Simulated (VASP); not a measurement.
Wanted: the native input for a VASP 6.6.1 run.

```yaml
Task: single point
Functional: PBE
Potentials_or_basis: VASP PAW PBE potentials, release 64 (Na_pv, Cl)
Cutoff: 520 eV
k_mesh: 2 × 2 × 2
Occupations: fermi-dirac, width 0.02 eV
Spin: collinear spin, zero start
Starting_moments: "[0.0, 0.0, 0.0, 0.0, 0.0, 0.0, 0.0, 0.0, 0.0, 0.0, 0.0, 0.0, 0.0, 0.0, 0.0, 0.0, 0.0] μB"
Dipole_correction: no
Further_INCAR_settings: LREAL = Auto; ALGO = Normal; EDIFF = 1e-06; NBANDS = 78
```

The structure of Na9Cl8 (a cell with a defect) lies in POSCAR:

```
Na9Cl8
1.0
    0.0000000000      5.6401000000      5.6401000000
    5.6401000000      0.0000000000      5.6401000000
    5.6401000000      5.6401000000      0.0000000000
Na Cl
9 8
Direct
   -0.0076452545     -0.0077608553      0.0279755678
   -0.0075561604     -0.0076829312      0.4875347068
   -0.0085001152      0.5046014255      0.0020711512
   -0.0419851598      0.5669646815      0.4873586461
    0.5046981436     -0.0087624333      0.0021618411
    0.5646171167     -0.0404884665      0.4878042943
    0.4947980532      0.4955592099      0.0062879204
    0.4948970763      0.4956500771      0.5037738693
    0.1775407351      0.1818750554      0.5707341182
    0.2532111133      0.2521231893      0.2109129271
    0.2533143916      0.2521908299      0.7840556905
    0.2517804649      0.7412810057      0.2536903601
    0.2487412457      0.7696201308      0.7411181539
    0.7408910303      0.2518567933      0.2538480701
    0.7685857520      0.2490226237      0.7414966933
    0.7463859683      0.7472811652      0.2379229978
    0.7464522792      0.7473270864      0.7683591603
```

One way to write it, as run:

INCAR

```
PREC = Accurate
ENCUT = 520
EDIFF = 1E-6
ISMEAR = -1
SIGMA = 0.02
LREAL = Auto
LASPH = True
NELM = 150
ALGO = Normal
ISIF = 2
LWAVE = False
LCHARG = False
ISPIN = 2
MAGMOM = 0 0 0 0 0 0 0 0 0 0 0 0 0 0 0 0 0
LORBIT = 11
GGA = PE
NBANDS = 78
```

KPOINTS

```
Automatic mesh
0
Gamma
  2 2 2
```

Potentials or basis: VASP PAW PBE potentials, release 64 (Na_pv, Cl).

The run is started by

```sh
$ cat potpaw_PBE.64/Na_pv/POTCAR potpaw_PBE.64/Cl/POTCAR > POTCAR
$ mpirun -np 1 vasp_std > vasp.out
```

Results of the run:

```yaml
Pressure: 5.0 GPa
Largest_force: 0.585 eV/Å
Net_moment: 0.00 μB per cell
Valence_electrons_inside_the_program's_atomic_spheres: Na 6.04, 6.07, 6.06, 6.03, 6.12; Cl 5.19, 5.20, 5.18, 5.17
```

Caveat: the k points lie up to 0.48 Å⁻¹ apart.

Wall time 20 min on 1 thread of Intel Xeon 6975P-C, on a shared host, peak memory 0.79 GiB.
